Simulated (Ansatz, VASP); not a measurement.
# One calculation of AlN, two programs

The input INCAR:

```
PREC = Accurate
ENCUT = 520
EDIFF = 1E-6
ISMEAR = -1
SIGMA = 0.08
LREAL = False
LASPH = True
NELM = 80
ALGO = Normal
ISIF = 2
LWAVE = False
LCHARG = False
GGA = PE
NBANDS = 11
```

The input KPOINTS:

```
regular mesh
0
Gamma
  10 10 10
```

Contents of POSCAR:

```
AlN
1.0
    0.0000000000      2.2016024868      2.2016024868
    2.2016024868      0.0000000000      2.2016024868
    2.2016024868      2.2016024868      0.0000000000
Al N
1 1
Direct
    0.0000000000      0.0000000000      0.0000000000
    0.2500000000      0.2500000000      0.2500000000
```

Input for Ansatz:

```yaml
crystal:
  lattice:
    - [0.0, 2.2016024868, 2.2016024868]
    - [2.2016024868, 0.0, 2.2016024868]
    - [2.2016024868, 2.2016024868, 0.0]
  atoms:
    - { symbol: Al, position: [0.0, 0.0, 0.0] }
    - { symbol: "N", position: [0.25, 0.25, 0.25] }
kpoints:
  mp_grid: { grid: [10, 10, 10] }
scf:
  occupations: { method: fermi_dirac, width: 0.08 }
hamiltonian:
  xc: pbe
  pseudopotentials: { kind: all_electron, lapw: { basis_error: 0.001 } }
output:
  forces: true
  stress: true
  eigenvalues: true
```

Alike in both runs: task single point; functional PBE; k mesh 10 × 10 × 10; occupations fermi-dirac, width 0.08 eV; no spin polarisation.

|  | VASP | Ansatz |
| --- | --- | --- |
| version | VASP 6.6.1 | Ansatz 0.2.0 |
| potentials or method | VASP PAW PBE potentials, release 64 (Al, N), cutoff 520 eV | all-electron LAPW, scalar-relativistic |

|  | VASP | Ansatz | Ansatz less VASP |
| --- | --- | --- | --- |
| gap on the k mesh at the Fermi level (eV) | 3.30 | 3.31 | 0.000 |
| pressure (GPa) | -0.3 | -0.1 | +0.19 |

Ansatz ran all-electron here, and VASP with PAW potentials.
